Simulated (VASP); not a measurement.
# Zr3S2 (R32) in VASP: notebook

Zr3S2 is run at these levels: r2SCAN+U; tasks: single point.

Program: VASP 6.6.1. These are calculated values, not measurements. Logs are shortened: lines on timing, memory, paths and dates and some standing lists are left out, and cuts for length are marked.

### Step 1. The cell of the first run

Symmetry: R32, No. 155, trigonal system. The conventional cell has a = 5.805 Å, b = 5.805 Å, c = 10.463 Å, α = 90.00°, β = 90.00°, γ = 120.00°. Zr (site symmetry 2) has 4 S at 2.61 to 2.62 Å and 8 Zr at 3.32 to 3.49 Å within 3.5 Å. Within 3.5 Å of S (site symmetry 3) lie 6 Zr at 2.61 to 2.62 Å and 4 S at 3.35 to 3.45 Å.

### Step 2. Single point, r2SCAN+U

File POSCAR:

```
Zr3S2
1.0
    2.9025379727      1.6757810799      3.4877732718
   -2.9025379727      1.6757810799      3.4877732718
    0.0000000000     -3.3515621597      3.4877732718
Zr S
3 2
Direct
    0.8387270000      0.5000000000      0.1612730000
    0.5000000000      0.1612730000      0.8387270000
    0.1612730000      0.8387270000      0.5000000000
    0.6650230000      0.6650230000      0.6650230000
    0.3349770000      0.3349770000      0.3349770000
```

File INCAR.step1:

```
PREC = Accurate
ENCUT = 520
ISMEAR = -1
SIGMA = 0.05
LREAL = F
LASPH = T
NELM = 150
LMAXMIX = 4
LDAU = T
LDAUTYPE = 2
LDAUL = 2 -1
LDAUU = 1 0
LDAUJ = 0 0
NBANDS = 32
GGA = PE
ALGO = Normal
EDIFF = 1E-4
LWAVE = T
LCHARG = F
```

File INCAR.step2:

```
PREC = Accurate
ENCUT = 520
EDIFF = 1E-6
ISMEAR = -1
SIGMA = 0.05
LREAL = F
LASPH = T
NELM = 150
ALGO = Normal
ISIF = 2
LWAVE = F
LCHARG = T
LMAXMIX = 4
LDAU = T
LDAUTYPE = 2
LDAUL = 2 -1
LDAUU = 1 0
LDAUJ = 0 0
LDAUPRINT = 1
METAGGA = R2SCAN
LMIXTAU = T
LELF = T
LVHAR = T
NBANDS = 32
ISTART = 1
```

File KPOINTS:

```
Automatic mesh
0
Gamma
  6 6 6
```

Potentials or basis: VASP PAW PBE potentials, release 64 (Zr_sv, S).

Run with:

```console
> cat potpaw_PBE.64/Zr_sv/POTCAR potpaw_PBE.64/S/POTCAR > POTCAR
> cp INCAR.step1 INCAR
> mpirun -np 1 vasp_std > vasp.out
> cp INCAR.step2 INCAR
> mpirun -np 1 vasp_std > vasp.out
```

OUTCAR:

```text
PREC = Accurate
   ENCUT = 520
   EDIFF = 1E-6
   ISMEAR = -1
   LREAL = F
   LASPH = T
   NELM = 150
   ISIF = 2
   METAGGA = R2SCAN
   ISTART = 1

 ion  position               nearest neighbor table
   1  0.839  0.500  0.161-   4 2.61   5 2.61   4 2.62   5 2.62   3 3.32   3 3.32   2 3.32   2 3.32
                             2 3.41   3 3.41   3 3.49   2 3.49
   2  0.500  0.161  0.839-   5 2.61   4 2.61   5 2.62   4 2.62   3 3.32   3 3.32   1 3.32   1 3.32
                             1 3.41   3 3.41   3 3.49   1 3.49
   3  0.161  0.839  0.500-   4 2.61   5 2.61   4 2.62   5 2.62   2 3.32   1 3.32   1 3.32   2 3.32
                             1 3.41   2 3.41   1 3.49   2 3.49
   4  0.665  0.665  0.665-   1 2.61   2 2.61   3 2.61   1 2.62   3 2.62   2 2.62
   5  0.335  0.335  0.335-   2 2.61   1 2.61   3 2.61   2 2.62   3 2.62   1 2.62

  LATTYP: Found a trigonal (rhomboedric) cell.
 ALAT       =     4.8370994724
 COS(alpha) =     0.2798619160

  Lattice vectors:

 A1 = (   2.9025379727,   1.6757810799,   3.4877732718)
 A2 = (  -2.9025379727,   1.6757810799,   3.4877732718)
 A3 = (   0.0000000000,  -3.3515621597,   3.4877732718)

Analysis of symmetry for initial positions (statically):
=====================================================================
 Subroutine PRICEL returns:
 Original cell was already a primitive cell.

 Routine SETGRP: Setting up the symmetry group for a
 trigonal (rhombohedral) supercell.

 Subroutine GETGRP returns: Found  6 space group operations
 (whereof  6 operations were pure point group operations)
 out of a pool of 12 trial point group operations.

The static configuration has the point symmetry D_3 .

Analysis of symmetry for dynamics (positions and initial velocities):
=====================================================================
 Subroutine PRICEL returns:
 Original cell was already a primitive cell.

 Routine SETGRP: Setting up the symmetry group for a
 trigonal (rhombohedral) supercell.

 Subroutine GETGRP returns: Found  6 space group operations
 (whereof  6 operations were pure point group operations)
 out of a pool of 12 trial point group operations.

The dynamic configuration has the point symmetry D_3 .

 Subroutine INISYM returns: Found  6 space group operations
 (whereof  6 operations are pure point group operations),
 and found     1 'primitive' translations

----------------------------------------------------------------------------------------

                                     Primitive cell

  volume of cell :     101.7876

  direct lattice vectors                    reciprocal lattice vectors
     2.902537973  1.675781080  3.487773272     0.172263035  0.099456110  0.095571962
    -2.902537973  1.675781080  3.487773272    -0.172263035  0.099456110  0.095571962
     0.000000000 -3.351562160  3.487773272     0.000000000 -0.198912219  0.095571962

  length of vectors
     4.837099472  4.837099472  4.837099472     0.220680925  0.220680925  0.220680925

  position of ions in fractional coordinates (direct lattice)
     0.838727000  0.500000000  0.161273000
     0.500000000  0.161273000  0.838727000
     0.161273000  0.838727000  0.500000000
     0.665023000  0.665023000  0.665023000
     0.334977000  0.334977000  0.334977000

  ion indices of the primitive-cell ions
   primitive index   ion index
                 1           1
                 2           2
                 3           3
                 4           4
                 5           5
[... 30 lines left out ...]
  0.166667 -0.000000 -0.000000      6.000000
  0.333333 -0.000000 -0.000000      6.000000
  0.500000  0.000000 -0.000000      3.000000
  0.166667  0.166667 -0.000000      6.000000
  0.333333  0.166667  0.000000     12.000000
[... 16 lines left out ...]
  0.500000  0.500000  0.166667      6.000000
 -0.333333  0.500000  0.166667     12.000000
 [... further k-points ...]
   k-points           NKPTS =     32   k-points in BZ     NKDIM =     32   number of bands    NBANDS=     32
   number of dos      NEDOS =    301   number of ions     NIONS =      5
   total plane-waves  NPLWV =  46656
   dimension x,y,z NGX =    36 NGY =   36 NGZ =   36
   dimension x,y,z NGXF=    72 NGYF=   72 NGZF=   72
   ions per type =               3   2
   NGX,Y,Z   is equivalent  to a cutoff of  12.37, 12.37, 12.37 a.u.
   NGXF,Y,Z  is equivalent  to a cutoff of  24.75, 24.75, 24.75 a.u.
 SYSTEM =  unknown system
   PREC   = accura    normal or accurate (medium, high low for compatibility)
   ISTART =      1    job   : 0-new  1-cont  2-samecut
   ICHARG =      0    charge: 1-file 2-atom 10-const
   ISPIN  =      1    spin polarized calculation?
   LNONCOLLINEAR =      F non collinear calculations
   LSORBIT =      F    spin-orbit coupling
   LASPH  =      T    aspherical Exc in radial PAW
   ENCUT  =  520.0 eV  38.22 Ry    6.18 a.u.   8.99  8.99  8.99*2*pi/ulx,y,z
   NELM   =    150;   NELMIN=  2; NELMDL=  0     # of ELM steps
   EDIFF  = 0.1E-05   stopping-criterion for ELM
   LREAL  =      F    real-space projection
   EDIFFG = 0.1E-04   stopping-criterion for IOM
   NSW    =      0    number of steps for IOM
   IBRION =     -1    ionic relax: 0-MD 1-quasi-New 2-CG
   NFREE  =      0    steps in history (QN), initial steepest desc. (CG)
   ISIF   =      2    stress and relaxation
   ISYM   =      2    0-nonsym 1-usesym 2-fastsym
   POTIM  = 0.5000    time-step for ionic-motion
   TEBEG  =    0.0;   TEEND  =   0.0 temperature during run
   PSTRESS=    0.0 pullay stress
   NELECT =      48.0000    total number of electrons
   NUPDOWN=      -1.0000    fix difference up-down
   EMIN   =  10.00;   EMAX   =-10.00  energy-range for DOS
   EFERMI =   0.00;   METHOD = LEGACY
   ISMEAR =    -1;   SIGMA  =   0.05  broadening in eV -4-tet -1-fermi 0-gaus
   EFERMI_NEDOS =   21; number of points for ismear=-14 and -15
   IALGO  =     38    algorithm
   IMIX   =      4    mixing-type and parameters
     AMIX     =   0.40;   BMIX     =  1.00
     AMIX_MAG =   1.60;   BMIX_MAG =  1.00
  volume/ion in A,a.u.               =      20.36       137.38
  Fermi-wavevector in a.u.,A,eV,Ry     =   1.274257  2.407996 22.092199  1.623731
  Thomas-Fermi vector in A             =   2.407035
   LORBIT       =      0    0 simple, 1 ext, 2 COOP (PROOUT), +10 PAW based schemes
 LDA+U is selected, type is set to LDAUTYPE =  2
   angular momentum for each species LDAUL =     2   -1
   U (eV)           for each species LDAUU =   1.0  0.0
   J (eV)           for each species LDAUJ =   0.0  0.0
   METAGGA = R2SCAN    functional components
   LHFCALC =     F    Hartree Fock is set to
   AEXX    =    0.0000 exact exchange contribution
   IVDW    =     0    specifies the selected vdW correction
   LEPSILON=     F    determine dielectric tensor
   LRPA    =     F    only Hartree local field effects (RPA)
 non-spin polarized calculation
  energy-cutoff  :      520.00
  volume of cell :      101.79
 maximum number of plane-waves:      2758
   NGX = 17   NGY = 17   NGZ = 17

atom =   1  type =  1  l = 2

 onsite density matrix

spin component  1
[... 83 lines left out ...]
  o =  0.1047  v =  0.0000  0.9753 -0.1891 -0.0000  0.1141  0.0000  0.0000  0.0000  0.0000  0.0000      0.0000  0.0000  0.0000  0.0000  0.0000  0.0000  0.0000  0.0000  0.0000  0.0000
  o =  0.1047  v =  0.0000  0.0000  0.0000  0.0000  0.0000  0.0000  0.9753 -0.1891 -0.0000  0.1141      0.0000  0.0000  0.0000  0.0000  0.0000  0.0000  0.0000  0.0000  0.0000  0.0000
  o =  0.1156  v =  0.0000  0.0000  0.0000  0.0000  0.0000  0.0903  0.0000  0.0000 -0.9959  0.0000      0.0000  0.0000  0.0000  0.0000  0.0000  0.0000  0.0000  0.0000  0.0000  0.0000
  o =  0.1156  v =  0.0903  0.0000  0.0000 -0.9959  0.0000  0.0000  0.0000  0.0000  0.0000  0.0000      0.0000  0.0000  0.0000  0.0000  0.0000  0.0000  0.0000  0.0000  0.0000  0.0000
  o =  0.1789  v =  0.0000  0.0000  0.0000  0.0000  0.0000  0.0000  0.1506  0.1920 -0.0000 -0.9698      0.0000  0.0000  0.0000  0.0000  0.0000  0.0000  0.0000  0.0000  0.0000  0.0000
  o =  0.1789  v =  0.0000  0.1506  0.1920 -0.0000 -0.9698  0.0000  0.0000  0.0000  0.0000  0.0000      0.0000  0.0000  0.0000  0.0000  0.0000  0.0000  0.0000  0.0000  0.0000  0.0000
  o =  0.1847  v = -0.9959  0.0000  0.0000 -0.0903  0.0000  0.0000  0.0000  0.0000  0.0000  0.0000      0.0000  0.0000  0.0000  0.0000  0.0000  0.0000  0.0000  0.0000  0.0000  0.0000
  o =  0.1847  v =  0.0000  0.0000  0.0000  0.0000  0.0000 -0.9959  0.0000  0.0000 -0.0903  0.0000      0.0000  0.0000  0.0000  0.0000  0.0000  0.0000  0.0000  0.0000  0.0000  0.0000
  o =  0.2169  v =  0.0000  0.1614  0.9630  0.0000  0.2158  0.0000  0.0000  0.0000  0.0000  0.0000      0.0000  0.0000  0.0000  0.0000  0.0000  0.0000  0.0000  0.0000  0.0000  0.0000
  o =  0.2169  v =  0.0000  0.0000  0.0000  0.0000  0.0000  0.0000  0.1614  0.9630  0.0000  0.2158      0.0000  0.0000  0.0000  0.0000  0.0000  0.0000  0.0000  0.0000  0.0000  0.0000

 number of electron      47.9999998 magnetization

 Free energy of the ion-electron system (eV)
  ---------------------------------------------------
  ext. energy  EPLUGINS =         0.00000000
  ---------------------------------------------------
  free energy    TOTEN  =       -88.41599519 eV

  energy without entropy =      -88.40231289  energy(sigma->0) =      -88.40915404

 E-fermi :   9.0421     XC(G=0): -11.6274

 val. band max:        8.9874674432   @ k =   0.1667   0.1667   0.1667
 cond. band min:       9.0483576292   @ k =   0.3333  -0.0000  -0.0000
 fundamental gap:      0.0608901860
 Fermi energy:         9.0421276078

 k-point     1 :       0.0000    0.0000    0.0000
  band No.  band energies     occupation
      1     -42.0584      2.00000
      2     -41.9741      2.00000
      3     -41.9741      2.00000
      4     -19.5165      2.00000
      5     -19.5165      2.00000
      6     -19.5069      2.00000
[... 829 lines left out ...]
     31      12.3322      0.00000
     32      12.7196      0.00000

 [... further k-points ...]

------------------------ aborting loop because EDIFF is reached ----------------------------------------

  FORCE on cell =-STRESS in cart. coord.  units (eV):
  Direction    XX          YY          ZZ          XY          YZ          ZX
  --------------------------------------------------------------------------------------
  -------------------------------------------------------------------------------------
  Total        0.3416434      0.3416434      1.0523313      0.0000000      0.0000000      0.0000000
  in kB        5.3776051      5.3776051     16.5641202      0.0000000      0.0000000      0.0000000
  external PRESSURE =       9.1064435 kB  Pullay stress =       0.0000000 kB

 VOLUME and BASIS-vectors are now :
 -----------------------------------------------------------------------------
  energy-cutoff  :      520.00
  volume of cell :      101.79
      direct lattice vectors                 reciprocal lattice vectors
     2.902537973  1.675781080  3.487773272     0.172263035  0.099456110  0.095571962
    -2.902537973  1.675781080  3.487773272    -0.172263035  0.099456110  0.095571962
     0.000000000 -3.351562160  3.487773272     0.000000000 -0.198912219  0.095571962

 POSITION                                       TOTAL-FORCE (eV/Angst)
 -----------------------------------------------------------------------------------
      0.98317      1.70290      5.23166        -0.031472     -0.054511     -0.000000
      0.98317     -1.70290      5.23166        -0.031472      0.054511     -0.000000
     -1.96634      0.00000      5.23166         0.062944     -0.000000     -0.000000
      0.00000      0.00000      6.95835         0.000000     -0.000000     -0.073037
      0.00000      0.00000      3.50497         0.000000      0.000000      0.073037
 -----------------------------------------------------------------------------------
    total drift:                               -0.000000      0.000000      0.000000

  FREE ENERGIE OF THE ION-ELECTRON SYSTEM (eV)
  ---------------------------------------------------
  free  energy   TOTEN  =       -88.4159951879 eV

  energy  without entropy=      -88.4023128857  energy(sigma->0) =      -88.40915404
```

Wall time 8.3 min (1 thread of Intel Xeon 8259CL, shared host); peak memory 0.27 GiB.

Results:

```yaml
Free_energy: -88.4160 eV
Pressure: 0.9 GPa
Largest_force: 0.073 eV/Å
Band_gap_on_the_k_mesh: zero (bands 24 and 25 overlap by 0.25 eV)
```

Forces on the atoms (eV/Å):
```
Zr  -0.031 -0.055  0.000
Zr  -0.031  0.055  0.000
Zr   0.063  0.000  0.000
S    0.000  0.000 -0.073
S    0.000  0.000  0.073
```

Stress tensor (GPa, compression positive):
```
0.54 0.00 0.00
0.00 0.54 0.00
0.00 0.00 1.66
```

Eigenvalues of the final occupation matrices:
| site | spin | trace | eigenvalues |
| --- | --- | --- | --- |
| site 1 d | 1 | 0.80 | 0.10 0.12 0.18 0.18 0.22 |
| site 1 d | 2 | 0.80 | 0.10 0.12 0.18 0.18 0.22 |
| site 2 d | 1 | 0.80 | 0.10 0.12 0.18 0.18 0.22 |
| site 2 d | 2 | 0.80 | 0.10 0.12 0.18 0.18 0.22 |
| site 3 d | 1 | 0.80 | 0.10 0.12 0.18 0.18 0.22 |
| site 3 d | 2 | 0.80 | 0.10 0.12 0.18 0.18 0.22 |

Caveat: the PAW data sets were made with another functional, which shifts forces and pressure a little; U without spin polarisation on a metal has little footing.

### Step 3. Single point, r2SCAN+U

POSCAR is that of step 2.

File INCAR.step1:

```
PREC     = Accurate       # precision mode
ENCUT    = 520            # plane-wave cutoff, eV
ISMEAR   = -1             # smearing method
SIGMA    = 0.05           # smearing width, eV
LREAL    = False          # projectors in reciprocal space
LASPH    = True           # aspherical terms in the spheres
NELM     = 150            # most SCF steps
LMAXMIX  = 4              # l up to which the mixer works
LDAU     = True           # DFT+U
LDAUTYPE = 2            
LDAUL    = 2 -1           # shell
LDAUU    = 2 0            # U, eV
LDAUJ    = 0 0          
NBANDS   = 32             # bands
GGA      = PE             # functional
ALGO     = Normal         # electronic algorithm
EDIFF    = 1E-4           # SCF threshold, eV
LWAVE    = True           # write WAVECAR
LCHARG   = False          # write CHGCAR
```

File INCAR.step2:

```
PREC     = Accurate       # precision mode
ENCUT    = 520            # plane-wave cutoff, eV
EDIFF    = 1E-7           # SCF threshold, eV
ISMEAR   = -1             # smearing method
SIGMA    = 0.05           # smearing width, eV
LREAL    = False          # projectors in reciprocal space
LASPH    = True           # aspherical terms in the spheres
NELM     = 150            # most SCF steps
ALGO     = Normal         # electronic algorithm
ISIF     = 2              # what is computed and relaxed
LWAVE    = False          # write WAVECAR
LCHARG   = True           # write CHGCAR
LMAXMIX  = 4              # l up to which the mixer works
LDAU     = True           # DFT+U
LDAUTYPE = 2            
LDAUL    = 2 -1           # shell
LDAUU    = 2 0            # U, eV
LDAUJ    = 0 0          
LDAUPRINT= 1            
METAGGA  = R2SCAN         # meta-GGA
LMIXTAU  = True         
LELF     = True           # ELF
LVHAR    = True         
NBANDS   = 32             # bands
ISTART   = 1
```

File KPOINTS:

```
regular mesh
0
Gamma
  6 6 6
```

Potentials or basis: VASP PAW PBE potentials, release 64 (Zr_sv, S).

Run with:

```console
> cat potpaw_PBE.64/Zr_sv/POTCAR potpaw_PBE.64/S/POTCAR > POTCAR
> cp INCAR.step1 INCAR
> mpirun -np 1 vasp_std > vasp.out
> cp INCAR.step2 INCAR
> mpirun -np 1 vasp_std > vasp.out
```

It took 8.4 min on 1 thread of Intel Xeon 8259CL, shared host; peak memory 0.27 GiB.

The run converged. Its results:

| Property | Result |
| --- | --- |
| Free energy | -86.4517 eV |
| Pressure | 2.7 GPa |
| Largest force | 0.095 eV/Å |
| Band gap on the k mesh | zero (bands 24 and 25 overlap by 0.24 eV) |

Forces on the atoms (eV/Å):
```
Zr  -0.024 -0.041  0.000
Zr  -0.024  0.041  0.000
Zr   0.047  0.000  0.000
S    0.000  0.000 -0.095
S    0.000  0.000  0.095
```

Stress tensor (GPa, compression positive):
```
2.21 0.00 0.00
0.00 2.21 0.00
0.00 0.00 3.56
```

Levels at points of the mesh, in eV from the Fermi level:
| k point | band 21 | band 22 | band 23 | band 24 | band 25 | band 26 | band 27 | band 28 |
| --- | --- | --- | --- | --- | --- | --- | --- | --- |
| (0.00, 0.00, 0.00) | -2.90 | -1.83 | 0.03 | 0.03 | 0.88 | 0.88 | 2.11 | 3.27 |
| (0.50, 0.00, 0.00) | -1.37 | -1.23 | -0.87 | -0.69 | -0.13 | 1.31 | 2.00 | 2.14 |
| (0.50, 0.50, 0.00) | -1.93 | -1.27 | -0.95 | -0.32 | 0.05 | 1.14 | 2.19 | 2.27 |
| (0.50, 0.50, 0.50) | -0.96 | -0.46 | -0.16 | -0.16 | 0.53 | 0.53 | 1.40 | 1.40 |

Eigenvalues of the final occupation matrices:
```csv
site,spin,trace,eigenvalues
site 1 d,1,0.78,0.10 0.11 0.17 0.18 0.21
site 1 d,2,0.78,0.10 0.11 0.17 0.18 0.21
site 2 d,1,0.78,0.10 0.11 0.17 0.18 0.21
site 2 d,2,0.78,0.10 0.11 0.17 0.18 0.21
site 3 d,1,0.78,0.10 0.11 0.17 0.18 0.21
site 3 d,2,0.78,0.10 0.11 0.17 0.18 0.21
```

Caveat: the PAW data sets were made with another functional, which shifts forces and pressure a little; U without spin polarisation on a metal has little footing.

(Part 1 of 2 ends here.)

The gap in the log of VASP goes by the Fermi energy; the results here count the filled bands.